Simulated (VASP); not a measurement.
Write the native input for VASP 6.6.1 that does the following.

```
Task                   : single point
Functional             : PBEsol
Dispersion             : D4
Potentials or basis    : VASP PAW PBE potentials, release 64 (Nb_sv)
Cutoff                 : 500 eV
k mesh                 : 11 × 11 × 11
Occupations            : fermi-dirac, width 0.05 eV
Spin                   : no spin polarisation
Dipole correction      : no
Further INCAR settings : ALGO = Normal; EDIFF = 1e-06; NBANDS = 12
```

The structure of Nb lies in POSCAR:

```
Nb
1.0
   -1.6332056775      1.6332056775      1.6332056775
    1.6332056775     -1.6332056775      1.6332056775
    1.6332056775      1.6332056775     -1.6332056775
Nb
1
Direct
    0.0000000000      0.0000000000      0.0000000000
```

These files were run (other wordings do the same):

INCAR

```
SYSTEM = Nb
ALGO = Normal
EDIFF = 1E-6
ENCUT = 500
GGA = PS
GGA_COMPAT = .False.
ISIF = 2
ISMEAR = -1
IVDW = 13
LASPH = .True.
LCHARG = .False.
LREAL = .False.
LWAVE = .False.
NBANDS = 12
NELM = 120
PREC = Accurate
SIGMA = 0.05
```

KPOINTS

```
k-points
0
Gamma
  11 11 11
  0 0 0
```

Potentials or basis: VASP PAW PBE potentials, release 64 (Nb_sv).

Run with:

```console
$ cat potpaw_PBE.64/Nb_sv/POTCAR > POTCAR
$ mpirun -np 1 vasp_std > vasp.out
```

It gave:

```json
{
  "Pressure": "-0.4 GPa",
  "Dispersion energy per atom": "-0.201 eV"
}
```

Caveat: the PAW data sets were made with another functional, which shifts forces and pressure a little; pairwise dispersion overbinds metals, which lowers pressure and volume.

Wall time 5.2 s on 1 thread of Intel(R) Xeon(R) 6975P-C (Granite Rapids) (shared host), peak memory 0.14 GiB.
